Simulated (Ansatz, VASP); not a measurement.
## One calculation of Ti6H, two programs

Contents of INCAR:

```
ALGO = Normal ; DIPOL = 0.5 0.5 0.319
EDIFF = 1E-7 ; ENCUT = 520
GGA = PE ; IDIPOL = 3
ISIF = 2 ; ISMEAR = 0
LASPH = T ; LCHARG = F
LDIPOL = T ; LREAL = F
LWAVE = F ; NBANDS = 86
NELM = 100 ; PREC = Accurate
SIGMA = 0.1
```

KPOINTS

```
k-points
0
Gamma
  5 6 1
```

File POSCAR:

```
Ti6H
1.0
    5.6639455763      0.0000000000      0.0000000000
    0.0000000000      4.5793473381      0.0000000000
    0.0000000000      0.0000000000     24.5506933039
Ti H
12 2
Direct
    0.2500000000      0.0000000000      0.1629281891
    0.7500000000      0.0000000000      0.1629281891
    0.0000000000      0.5000000000      0.2167736627
    0.5000000000      0.5000000000      0.2167736627
    0.2500000000      0.0000000000      0.2706191363
    0.7500000000      0.0000000000      0.2706191363
    0.2500000000      0.5000000000      0.3256599435
    0.7500000000      0.5000000000      0.3256599435
    0.0000000000      0.0000000000      0.3779650127
    0.5000000000      0.0000000000      0.3779650127
    0.2500000000      0.5000000000      0.4297513383
    0.7500000000      0.5000000000      0.4297513383
   -0.0811271920      0.0000000000      0.4480807596
    0.0811271920      0.0000000000      0.4480807596
```

Input for Ansatz:

```yaml
crystal:
  lattice:
    - [5.6639455763, 0.0, 0.0]
    - [0.0, 4.5793473381, 0.0]
    - [0.0, 0.0, 24.5506933039]
  atoms:
    - { symbol: Ti, position: [0.25, 0.0, 0.1629281891] }
    - { symbol: Ti, position: [0.75, 0.0, 0.1629281891] }
    - { symbol: Ti, position: [0.0, 0.5, 0.2167736627] }
    - { symbol: Ti, position: [0.5, 0.5, 0.2167736627] }
    - { symbol: Ti, position: [0.25, 0.0, 0.2706191363] }
    - { symbol: Ti, position: [0.75, 0.0, 0.2706191363] }
    - { symbol: Ti, position: [0.25, 0.5, 0.3256599435] }
    - { symbol: Ti, position: [0.75, 0.5, 0.3256599435] }
    - { symbol: Ti, position: [0.0, 0.0, 0.3779650127] }
    - { symbol: Ti, position: [0.5, 0.0, 0.3779650127] }
    - { symbol: Ti, position: [0.25, 0.5, 0.4297513383] }
    - { symbol: Ti, position: [0.75, 0.5, 0.4297513383] }
    - { symbol: H, position: [-0.081127192, 0.0, 0.4480807596] }
    - { symbol: H, position: [0.081127192, 0.0, 0.4480807596] }
basis:
  ecutwfc: 420
kpoints:
  mp_grid: { grid: [5, 6, 1] }
hamiltonian:
  xc: pbe
  pseudopotentials: { kind: paw, azcp: { folder: soft_1 } }
scf:
  occupations: { method: gaussian, width: 0.1 }
output:
  forces: true
  eigenvalues: true
efield:
  axis: 3
  dipole_correction: true
  ramp_width: 0.04
```

Alike in both runs: task single point; functional PBE; k mesh 5 × 6 × 1; occupations gaussian, width 0.1 eV; no spin polarisation.

|  | VASP | Ansatz |
| --- | --- | --- |
| version | VASP 6.6.1 | Ansatz 0.2.0 |
| potentials or method | VASP PAW PBE potentials, release 64 (Ti_sv, H), cutoff 520 eV | scalar-relativistic, plane waves, PAW |
| valence electrons in the cell | 146 | 146 |

|  | VASP | Ansatz | Ansatz less VASP |
| --- | --- | --- | --- |
| gap on the k mesh at the Fermi level (eV) | none | none | - |
| rms of the force components (eV/Å) | 0.346 | 0.344 | -0.0025 |

Atom by atom the forces differ by 0.006 eV/Å (rms over components). A gap of «none» marks a metal or a gap that the smearing closes. The functional is the same, so the differences come from potentials, cutoffs and numerics. Ansatz's warnings: vacuum below fermi.
